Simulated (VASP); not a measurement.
Write the native input for VASP 6.6.1 that does the following.

```
Task                   : single point
Functional             : LDA
Potentials or basis    : VASP PAW LDA potentials, release 64 (Nb_sv, P)
Cutoff                 : 520 eV
k mesh                 : 11 × 11 × 11
Occupations            : fermi-dirac, width 0.05 eV
Spin                   : no spin polarisation
Dipole correction      : no
Further INCAR settings : ALGO = Normal; EDIFF = 1e-06; NBANDS = 26
```

The structure of NbP lies in POSCAR:

```
NbP
1.0
   -1.6749232544      1.6749232544      5.7401081759
    1.6749232544     -1.6749232544      5.7401081759
    1.6749232544      1.6749232544     -5.7401081759
Nb P
2 2
Direct
    0.2498808000      0.7498808000      0.5000000000
    0.4998808000      0.4998808000      0.0000000000
    0.8327477700      0.3327477700      0.5000000000
    0.0827477700      0.0827477700      0.0000000000
```

These files were run (other wordings do the same):

INCAR

```
SYSTEM = NbP
ALGO = Normal
EDIFF = 1E-6
ENCUT = 520
ISIF = 2
ISMEAR = -1
LASPH = .True.
LCHARG = .False.
LREAL = .False.
LWAVE = .False.
NBANDS = 26
NELM = 60
PREC = Accurate
SIGMA = 0.05
```

KPOINTS

```
k-points
0
Gamma
  11 11 11
  0 0 0
```

Potentials or basis: VASP PAW LDA potentials, release 64 (Nb_sv, P).

Command:

```bash
$ cat potpaw_LDA.64/Nb_sv/POTCAR potpaw_LDA.64/P/POTCAR > POTCAR
$ mpirun -np 1 vasp_std > vasp.out
```

Results of the run:

* Pressure: -9.5 GPa
* Largest force: 0.015 eV/Å
* Band gap on the k mesh: zero (filled and empty bands touch)

Caveat: the cell stands under tension.

Wall time 7.6 min on 1 thread of Intel(R) Xeon(R) Platinum 8259CL CPU @ 2.50GHz (Skylake/Cascade Lake), with other jobs on the host, peak memory 0.37 GiB.
